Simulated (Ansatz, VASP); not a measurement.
## One calculation of BN, two programs

File INCAR:

```
SYSTEM = BN
PREC     = Accurate       ! precision mode
ENCUT    = 520            ! plane-wave cutoff, eV
EDIFF    = 1E-7           ! SCF threshold, eV
ISMEAR   = 0              ! smearing method
SIGMA    = 0.05           ! smearing width, eV
LREAL    = .False.        ! projectors in reciprocal space
LASPH    = .True.         ! aspherical terms in the spheres
NELM     = 100            ! most SCF steps
ALGO     = Normal         ! electronic algorithm
ISIF     = 2              ! what is computed and relaxed
LWAVE    = .False.        ! write WAVECAR
LCHARG   = .True.         ! write CHGCAR
GGA      = PS             ! functional
LELF     = .True.         ! ELF
LVHAR    = .True.       
NBANDS   = 16             ! bands
```

KPOINTS

```
Automatic mesh
0
Gamma
  12 12 4
  0 0 0
```

File POSCAR:

```
BN
1.0
    2.5814957412      0.0000000000      0.0000000000
   -1.2907478706      2.2356408916      0.0000000000
    0.0000000000      0.0000000000      7.2524420080
B N
2 2
Direct
    0.3333333333      0.6666666667      0.2500000000
    0.6666666667      0.3333333333      0.7500000000
    0.3333333333      0.6666666667      0.7500000000
    0.6666666667      0.3333333333      0.2500000000
```

Input for Ansatz:

```yaml
crystal:
  lattice:
    - [2.5814957412, 0.0, 0.0]
    - [-1.2907478706, 2.2356408916, 0.0]
    - [0.0, 0.0, 7.252442008]
  atoms:
    - { symbol: B, position: [0.3333333333, 0.6666666667, 0.25] }
    - { symbol: B, position: [0.6666666667, 0.3333333333, 0.75] }
    - { symbol: "N", position: [0.3333333333, 0.6666666667, 0.75] }
    - { symbol: "N", position: [0.6666666667, 0.3333333333, 0.25] }
basis:
  ecutwfc: 520.0
kpoints:
  mp_grid: { grid: [12, 12, 4] }
hamiltonian:
  xc: pbesol
  pseudopotentials: { kind: paw, azcp: { folder: soft_1 } }
scf:
  occupations: { method: gaussian, width: 0.05 }
output:
  forces: true
  stress: true
  eigenvalues: true
```

Alike in both runs: task single point; functional PBEsol; k mesh 12 × 12 × 4; occupations gaussian, width 0.05 eV; no spin polarisation.

```csv
,VASP,Ansatz
version,VASP 6.6.1,Ansatz 0.2.0
potentials or method,"VASP PAW PBE potentials, release 64 (B, N), cutoff 520 eV","scalar-relativistic, plane waves, PAW"
valence electrons in the cell,16,16
```

```tsv
	VASP	Ansatz	Ansatz less VASP
gap on the k mesh at the Fermi level (eV)	4.15	4.16	+0.006
least direct gap on the mesh (eV)	4.38	4.38	+0.003
pressure (GPa)	-17.5	-17.8	-0.33
traceless stress, the component that is largest in VASP (GPa)	17.07	17.53	+0.458
```

VASP's potentials were made for PBE, not for PBEsol, and Ansatz warns of the same on its side. With one functional, cell and mesh, what is left measures potentials, basis and numerics.
